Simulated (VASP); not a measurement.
# Si (R-3) in VASP: single point with PBE

Aim: the single point of Si with PBE.

Everything below comes from runs of VASP 6.6.1. Logs are shortened: lines on timing, memory, paths and dates and some standing lists are left out, and cuts for length are marked.

## (1) The cell of the first run

The structure is trigonal, space group R-3 (No. 148). The conventional cell has a = 9.444 Å, b = 9.444 Å, c = 5.662 Å, α = 90.00°, β = 90.00°, γ = 120.00°. Within 3.1 Å of Si (site symmetry 1) lie 4 Si at 2.36 to 2.39 Å. Within 3.1 Å of Si (site symmetry 3) lie 4 Si at 2.38 to 2.42 Å.

## (2) Single point, PBE

INCAR

```
SYSTEM = Si
PREC = Accurate
ENCUT = 520
EDIFF = 1E-7
ISMEAR = 0
SIGMA = 0.1
LREAL = .False.
LASPH = .True.
NELM = 100
ALGO = Normal
ISIF = 2
LWAVE = .False.
LCHARG = .False.
GGA = PE
NBANDS = 26
```

KPOINTS

```
regular mesh
0
Gamma
  9 9 9
  0 0 0
```

POSCAR

```
Si
1.0
    4.7218258405      2.7261474201      1.8874557466
   -4.7218258405      2.7261474201      1.8874557466
    0.0000000000     -5.4522948402      1.8874557466
Si
8
Direct
    0.0198044603      0.7179030939      0.5216794332
    0.9801955397      0.2820969061      0.4783205668
    0.7140043589      0.7140043589      0.7140043589
    0.2820969061      0.4783205668      0.9801955397
    0.4783205668      0.9801955397      0.2820969061
    0.7179030939      0.5216794332      0.0198044603
    0.2859956411      0.2859956411      0.2859956411
    0.5216794332      0.0198044603      0.7179030939
```

Potentials or basis: VASP PAW PBE potentials, release 64 (Si).

The run is started by

```sh
> cat potpaw_PBE.64/Si/POTCAR > POTCAR
> mpirun -np 1 vasp_std > vasp.out
```

OUTCAR:

```text
SYSTEM = Si
   PREC = Accurate
   ENCUT = 520
   EDIFF = 1E-7
   ISMEAR = 0
   LREAL = .False.
   LASPH = .True.
   NELM = 100
   ISIF = 2
   GGA = PE

 ion  position               nearest neighbor table
   1  0.020  0.718  0.522-   2 2.36   3 2.38   8 2.39   6 2.39
   2  0.980  0.282  0.478-   1 2.36   7 2.38   5 2.39   4 2.39
   3  0.714  0.714  0.714-   8 2.38   1 2.38   6 2.38   7 2.42
   4  0.282  0.478  0.980-   6 2.36   7 2.38   5 2.39   2 2.39
   5  0.478  0.980  0.282-   8 2.36   7 2.38   4 2.39   2 2.39
   6  0.718  0.522  0.020-   4 2.36   3 2.38   8 2.39   1 2.39
   7  0.286  0.286  0.286-   5 2.38   2 2.38   4 2.38   3 2.42
   8  0.522  0.020  0.718-   5 2.36   3 2.38   6 2.39   1 2.39

  LATTYP: Found a trigonal (rhomboedric) cell.
 ALAT       =     5.7697494070
 COS(alpha) =    -0.3394793489

  Lattice vectors:

 A1 = (   4.7218258405,   2.7261474201,   1.8874557466)
 A2 = (  -4.7218258405,   2.7261474201,   1.8874557466)
 A3 = (   0.0000000000,  -5.4522948402,   1.8874557466)

Analysis of symmetry for initial positions (statically):
=====================================================================
 Subroutine PRICEL returns:
 Original cell was already a primitive cell.

 Routine SETGRP: Setting up the symmetry group for a
 trigonal (rhombohedral) supercell.

 Subroutine GETGRP returns: Found  6 space group operations
 (whereof  6 operations were pure point group operations)
 out of a pool of 12 trial point group operations.

The static configuration has the point symmetry S_6 .

Analysis of symmetry for dynamics (positions and initial velocities):
=====================================================================
 Subroutine PRICEL returns:
 Original cell was already a primitive cell.

 Routine SETGRP: Setting up the symmetry group for a
 trigonal (rhombohedral) supercell.

 Subroutine GETGRP returns: Found  6 space group operations
 (whereof  6 operations were pure point group operations)
 out of a pool of 12 trial point group operations.

The dynamic configuration has the point symmetry S_6 .

 Subroutine INISYM returns: Found  6 space group operations
 (whereof  6 operations are pure point group operations),
 and found     1 'primitive' translations

----------------------------------------------------------------------------------------

                                     Primitive cell

  volume of cell :     145.7764

  direct lattice vectors                    reciprocal lattice vectors
     4.721825841  2.726147420  1.887455747     0.105891241  0.061136337  0.176604582
    -4.721825841  2.726147420  1.887455747    -0.105891241  0.061136337  0.176604582
     0.000000000 -5.452294840  1.887455747     0.000000000 -0.122272673  0.176604582

  length of vectors
     5.769749407  5.769749407  5.769749407     0.214801734  0.214801734  0.214801734

  position of ions in fractional coordinates (direct lattice)
     0.019804460  0.717903094  0.521679433
     0.980195540  0.282096906  0.478320567
     0.714004359  0.714004359  0.714004359
     0.282096906  0.478320567  0.980195540
     0.478320567  0.980195540  0.282096906
     0.717903094  0.521679433  0.019804460
     0.285995641  0.285995641  0.285995641
     0.521679433  0.019804460  0.717903094

  ion indices of the primitive-cell ions
   primitive index   ion index
                 1           1
                 2           2
                 3           3
                 4           4
                 5           5
                 6           6
                 7           7
                 8           8

----------------------------------------------------------------------------------------

 KPOINTS: regular mesh

Automatic generation of k-mesh.
 Grid dimensions read from file:
 generate k-points for:    9    9    9

 Generating k-lattice:

  Cartesian coordinates                     Fractional coordinates (reciprocal lattice)
     0.011765693  0.006792926  0.019622731     0.111111111 -0.000000000  0.000000000
    -0.011765693  0.006792926  0.019622731    -0.000000000  0.111111111  0.000000000
     0.000000000 -0.013585853  0.019622731     0.000000000  0.000000000  0.111111111

  Length of vectors
     0.023866859  0.023866859  0.023866859

  Shift w.r.t. Gamma in fractional coordinates (k-lattice)
     0.000000000  0.000000000  0.000000000

 Subroutine IBZKPT returns following result:
 ===========================================

 Found    125 irreducible k-points:

 Following reciprocal coordinates:
            Coordinates               Weight
  0.000000  0.000000  0.000000      1.000000
  0.111111  0.000000  0.000000      6.000000
  0.222222  0.000000  0.000000      6.000000
  0.333333  0.000000  0.000000      6.000000
  0.444444  0.000000  0.000000      6.000000
  0.111111  0.111111  0.000000      6.000000
[... 16 lines left out ...]
  0.444444  0.222222 -0.000000      6.000000
 -0.444444  0.000000 -0.222222      6.000000
 [... further k-points ...]
   k-points           NKPTS =    125   k-points in BZ     NKDIM =    125   number of bands    NBANDS=     26
   number of dos      NEDOS =    301   number of ions     NIONS =      8
   total plane-waves  NPLWV = 110592
   dimension x,y,z NGX =    48 NGY =   48 NGZ =   48
   dimension x,y,z NGXF=    96 NGYF=   96 NGZF=   96
   ions per type =               8
   NGX,Y,Z   is equivalent  to a cutoff of  13.83, 13.83, 13.83 a.u.
   NGXF,Y,Z  is equivalent  to a cutoff of  27.66, 27.66, 27.66 a.u.
 SYSTEM =  Si
   PREC   = accura    normal or accurate (medium, high low for compatibility)
   ISTART =      0    job   : 0-new  1-cont  2-samecut
   ICHARG =      2    charge: 1-file 2-atom 10-const
   ISPIN  =      1    spin polarized calculation?
   LNONCOLLINEAR =      F non collinear calculations
   LSORBIT =      F    spin-orbit coupling
   LASPH  =      T    aspherical Exc in radial PAW
   ENCUT  =  520.0 eV  38.22 Ry    6.18 a.u.  10.73 10.73 10.73*2*pi/ulx,y,z
   NELM   =    100;   NELMIN=  2; NELMDL= -5     # of ELM steps
   EDIFF  = 0.1E-06   stopping-criterion for ELM
   LREAL  =      F    real-space projection
   EDIFFG = 0.1E-05   stopping-criterion for IOM
   NSW    =      0    number of steps for IOM
   IBRION =     -1    ionic relax: 0-MD 1-quasi-New 2-CG
   NFREE  =      0    steps in history (QN), initial steepest desc. (CG)
   ISIF   =      2    stress and relaxation
   ISYM   =      2    0-nonsym 1-usesym 2-fastsym
   POTIM  = 0.5000    time-step for ionic-motion
   TEBEG  =    0.0;   TEEND  =   0.0 temperature during run
   PSTRESS=    0.0 pullay stress
   NELECT =      32.0000    total number of electrons
   NUPDOWN=      -1.0000    fix difference up-down
   EMIN   =  10.00;   EMAX   =-10.00  energy-range for DOS
   EFERMI =   0.00;   METHOD = LEGACY
   ISMEAR =     0;   SIGMA  =   0.10  broadening in eV -4-tet -1-fermi 0-gaus
   EFERMI_NEDOS =   21; number of points for ismear=-14 and -15
   IALGO  =     38    algorithm
   IMIX   =      4    mixing-type and parameters
     AMIX     =   0.40;   BMIX     =  1.00
     AMIX_MAG =   1.60;   BMIX_MAG =  1.00
  volume/ion in A,a.u.               =      18.22       122.97
  Fermi-wavevector in a.u.,A,eV,Ry     =   0.987557  1.866213 13.269351  0.975270
  Thomas-Fermi vector in A             =   2.119020
   LORBIT       =      0    0 simple, 1 ext, 2 COOP (PROOUT), +10 PAW based schemes
   GGA     = PE    functional components
   LHFCALC =     F    Hartree Fock is set to
   AEXX    =    0.0000 exact exchange contribution
   IVDW    =     0    specifies the selected vdW correction
   LEPSILON=     F    determine dielectric tensor
   LRPA    =     F    only Hartree local field effects (RPA)
 non-spin polarized calculation
 Gauss-broadening in eV      SIGMA  =   0.10
  energy-cutoff  :      520.00
  volume of cell :      145.78
 maximum number of plane-waves:      3961
 NGX is ok and might be reduce to    48
   NGX = 21   NGY = 21   NGZ = 21

 number of electron      31.9999999 magnetization

 Free energy of the ion-electron system (eV)
  ---------------------------------------------------
  ext. energy  EPLUGINS =         0.00000000
  ---------------------------------------------------
  free energy    TOTEN  =       -42.11665978 eV

  energy without entropy =      -42.11474943  energy(sigma->0) =      -42.11570460

 E-fermi :   7.1200     XC(G=0):  -9.9908

 val. band max:        7.0365699068   @ k =  -0.4444   0.4444   0.4444
 cond. band min:       7.1212360027   @ k =   0.4444   0.1111   0.0000
 fundamental gap:      0.0846660959
 Fermi energy:         7.1199520627

 k-point     1 :       0.0000    0.0000    0.0000
  band No.  band energies     occupation
      1      -5.6073      2.00000
      2      -1.2198      2.00000
      3      -0.7945      2.00000
      4      -0.7945      2.00000
      5      -0.5637      2.00000
      6       0.6026      2.00000
[... 18 lines left out ...]
     25      12.2399      0.00000
     26      12.7685      0.00000

 k-point     2 :       0.1111    0.0000    0.0000
  band No.  band energies     occupation
      1      -5.5329      2.00000
      2      -1.4071      2.00000
      3      -1.1373      2.00000
      4      -0.8625      2.00000
      5      -0.6283      2.00000
      6       0.5614      2.00000
[... 18 lines left out ...]
     25      12.1576      0.00000
     26      12.5673      0.00000

 k-point     3 :       0.2222    0.0000    0.0000
  band No.  band energies     occupation
      1      -5.3123      2.00000
      2      -2.0737      2.00000
      3      -1.4978      2.00000
      4      -1.0586      2.00000
      5      -0.7255      2.00000
      6       0.3747      2.00000
[... 18 lines left out ...]
     25      11.7896      0.00000
     26      12.0805      0.00000

 k-point     4 :       0.3333    0.0000    0.0000
  band No.  band energies     occupation
      1      -4.9573      2.00000
      2      -2.8735      2.00000
      3      -1.7170      2.00000
      4      -1.2610      2.00000
      5      -0.8182      2.00000
      6       0.1947      2.00000
[... 18 lines left out ...]
     25      11.6456      0.00000
     26      12.0627      0.00000

 k-point     5 :       0.4444    0.0000    0.0000
  band No.  band energies     occupation
      1      -4.5325      2.00000
      2      -3.5413      2.00000
      3      -1.8328      2.00000
      4      -1.3769      2.00000
      5      -0.8754      2.00000
      6       0.0930      2.00000
[... 18 lines left out ...]
     25      11.7060      0.00000
     26      11.9426      0.00000

 k-point     6 :       0.1111    0.1111    0.0000
  band No.  band energies     occupation
      1      -5.3860      2.00000
      2      -1.6776      2.00000
      3      -1.5518      2.00000
      4      -1.2155      2.00000
      5      -0.5130      2.00000
      6       0.4731      2.00000
[... 427 lines left out ...]
 k-point    21 :       0.3333    0.2222    0.0000
  band No.  band energies     occupation
      1      -4.3411      2.00000
      2      -3.3572      2.00000
      3      -2.7564      2.00000
      4      -1.6765      2.00000
      5      -0.3209      2.00000
      6       0.7252      2.00000
[... 18 lines left out ...]
     25      11.3556      0.00000
     26      11.6705      0.00000

 k-point    22 :      -0.3333   -0.0000   -0.2222
  band No.  band energies     occupation
      1      -4.3417      2.00000
      2      -3.3620      2.00000
      3      -2.7273      2.00000
      4      -1.7526      2.00000
      5      -0.1046      2.00000
      6       0.5014      2.00000
[... 18 lines left out ...]
     25      11.2719      0.00000
     26      11.8897      0.00000

 k-point    23 :       0.4444    0.2222   -0.0000
  band No.  band energies     occupation
      1      -4.3082      2.00000
      2      -3.4740      2.00000
      3      -2.6885      2.00000
      4      -1.6612      2.00000
      5      -0.3394      2.00000
      6       0.7036      2.00000
[... 18 lines left out ...]
     25      11.3503      0.00000
     26      11.5326      0.00000

 k-point    24 :      -0.4444    0.0000   -0.2222
  band No.  band energies     occupation
      1      -4.3153      2.00000
      2      -3.4461      2.00000
      3      -2.6912      2.00000
      4      -1.7613      2.00000
      5      -0.0611      2.00000
      6       0.4623      2.00000
[... 18 lines left out ...]
     25      11.3356      0.00000
     26      11.9372      0.00000

 [... further k-points ...]

------------------------ aborting loop because EDIFF is reached ----------------------------------------

  FORCE on cell =-STRESS in cart. coord.  units (eV):
  Direction    XX          YY          ZZ          XY          YZ          ZX
  --------------------------------------------------------------------------------------
  -------------------------------------------------------------------------------------
  Total       -0.0582674     -0.0582674     -0.0605540      0.0000000      0.0000000      0.0000000
  in kB       -0.6403967     -0.6403967     -0.6655279      0.0000001      0.0000000      0.0000000
  external PRESSURE =      -0.6487738 kB  Pullay stress =       0.0000000 kB

 VOLUME and BASIS-vectors are now :
 -----------------------------------------------------------------------------
  energy-cutoff  :      520.00
  volume of cell :      145.78
      direct lattice vectors                 reciprocal lattice vectors
     4.721825841  2.726147420  1.887455747     0.105891241  0.061136337  0.176604582
    -4.721825841  2.726147420  1.887455747    -0.105891241  0.061136337  0.176604582
     0.000000000 -5.452294840  1.887455747     0.000000000 -0.122272673  0.176604582

 POSITION                                       TOTAL-FORCE (eV/Angst)
 -----------------------------------------------------------------------------------
     -3.29630     -0.83325      2.37704         0.000882     -0.000262     -0.001256
      3.29630      0.83325      3.28533        -0.000882      0.000262      0.001256
      0.00000      0.00000      4.04295         0.000000     -0.000000     -0.000116
     -0.92653     -3.27130      3.28533         0.000668      0.000633      0.001256
     -2.36977      2.43805      3.28533         0.000214     -0.000895      0.001256
      0.92653      3.27130      2.37704        -0.000668     -0.000633     -0.001256
      0.00000      0.00000      1.61941         0.000000     -0.000000      0.000116
      2.36977     -2.43805      2.37704        -0.000214      0.000895     -0.001256
 -----------------------------------------------------------------------------------
    total drift:                               -0.000000      0.000000     -0.000000

  FREE ENERGIE OF THE ION-ELECTRON SYSTEM (eV)
  ---------------------------------------------------
  free  energy   TOTEN  =       -42.1166597809 eV

  energy  without entropy=      -42.1147494281  energy(sigma->0) =      -42.11570460
```

Wall time 3.6 min (1 thread of Intel Xeon 6975P-C (Granite Rapids), shared host); peak memory 0.52 GiB.

Results:

* Free energy: -42.1167 eV
* Pressure: -0.1 GPa
* Band gap on the k mesh: zero (bands 16 and 17 overlap by 0.05 eV)

Caveat: semilocal functionals underestimate gaps, and a narrow one can read as zero.

The gap in the log of VASP goes by the Fermi energy; the results here count the filled bands.